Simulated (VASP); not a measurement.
Runs of VASP 6.6.1 on Na3Cl. The structure is that of space group P4/mmm (No. 123), or close to it. The cells are those of the table. 

```tsv
cell	gap on the mesh (eV)	pressure (GPa)	largest force (eV/Å)
a = 3.415, b = 3.415, c = 9.293 Å, 4 atoms	none	(c)	0.10
a = 3.532, b = 3.532, c = 9.612 Å, 4 atoms	none	-0.4	0.01
a = 3.439, b = 3.439, c = 9.359 Å, 4 atoms	none	0.9	0.07
a = 3.510, b = 3.510, c = 9.550 Å, 4 atoms	none	-0.1	(b)
a = 3.463, b = 3.463, c = 9.423 Å, 4 atoms	none	0.5	(a)
```

Alike in all rows: task single point; level r2SCAN; potentials or basis VASP PAW PBE potentials, release 64 (Na_pv, Cl); no spin polarisation; k mesh 7 × 7 × 3; cutoff (eV) 520; smearing fermi-dirac 0.1 eV.

Task: Fill in the values left out.

Result: (a) 0.04; (b) 0.02; (c) 1.4.

Caveats: the PAW data sets were made with another functional, which shifts forces and pressure a little.

A gap of «none» marks levels without a gap at the run's occupations.
